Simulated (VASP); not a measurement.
Input of a VASP 6.6.1 run:

The input INCAR:

```
PREC = Accurate
ENCUT = 520
EDIFF = 1E-7
ISMEAR = 0
SIGMA = 0.15
LREAL = F
LASPH = T
NELM = 60
ALGO = Fast
ISIF = 2
LWAVE = F
LCHARG = T
GGA = PS
LELF = T
LVHAR = T
NBANDS = 14
ISYM = 0
```

The input KPOINTS:

```
Automatic mesh
0
Gamma
  16 16 5
```

The input POSCAR:

```
Al
1.0
   -1.6063180831      1.6063180831     -1.6063180831
   -1.6063180831     -1.6063180831      1.6063180831
   -1.6063180831      5.4614814827      7.3890631825
Al
4
Direct
   -0.1750000000     -0.7000000000      0.8750000000
    0.4750000000      0.4000000000      0.1250000000
   -0.0750000000     -0.3000000000      0.3750000000
    0.3750000000      0.0000000000      0.6250000000
```

Potentials or basis: VASP PAW PBE potentials, release 64 (Al).

Command:

```bash
$ cat potpaw_PBE.64/Al/POTCAR > POTCAR
$ mpirun -np 1 vasp_std > vasp.out
```

(1) Estimate the largest force.

(2) Predict the band gap on the k mesh.

Answers

(1) 0.251 eV/Å.

(2) zero (bands 6 and 7 overlap by 6.34 eV).

Caveat: the cell differs from its parent crystal (the part above a cut slid along it); the PAW data sets were made with another functional, which shifts forces and pressure a little.
